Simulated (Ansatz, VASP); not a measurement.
**One calculation of Ta2Ru, two programs**

```
Ta Ru
1.0
     4.90303   -2.26796    0.00000
     4.90303    2.26796    0.00000
     0.00000    0.00000    4.52044
Ta Ru
4 2
Direct
  0.91251 0.41253 0.25000
  0.58747 0.08749 0.25000
  0.41253 0.91251 0.75000
  0.08749 0.58747 0.75000
  0.25000 0.75000 0.25000
  0.75000 0.25000 0.75000
```

Alike in both runs: functional PBE; k mesh 6 × 6 × 4; occupations gaussian, width 0.1 eV; no spin polarisation.

Ansatz relaxed the structure, and its values are those at the end. VASP's run is a single point on that final structure, the one shown.

|  | VASP | Ansatz |
| --- | --- | --- |
| version | VASP 6.6.1 | Ansatz 0.2.0 |
| potentials or method | VASP PAW PBE potentials, release 64 (Ta_pv, Ru_pv), cutoff 500 eV | scalar-relativistic, plane waves, PAW |
| valence electrons in the cell | 72 | 84 |

|  | VASP | Ansatz | Ansatz less VASP |
| --- | --- | --- | --- |
| gap on the k mesh at the Fermi level (eV) | none | none | - |
| pressure (GPa) | -0.2 | -0.3 | -0.08 |
| rms of the force components (eV/Å) | 0.011 | 0.008 | -0.0021 |

A gap of «none» marks a metal or a gap that the smearing closes. The functional is the same, so the differences come from potentials, cutoffs and numerics. VASP's potentials hold 72 valence electrons a cell and Ansatz's 84, so a difference there can come from the potentials and not from the codes.

Neither program's run includes spin-orbit coupling.
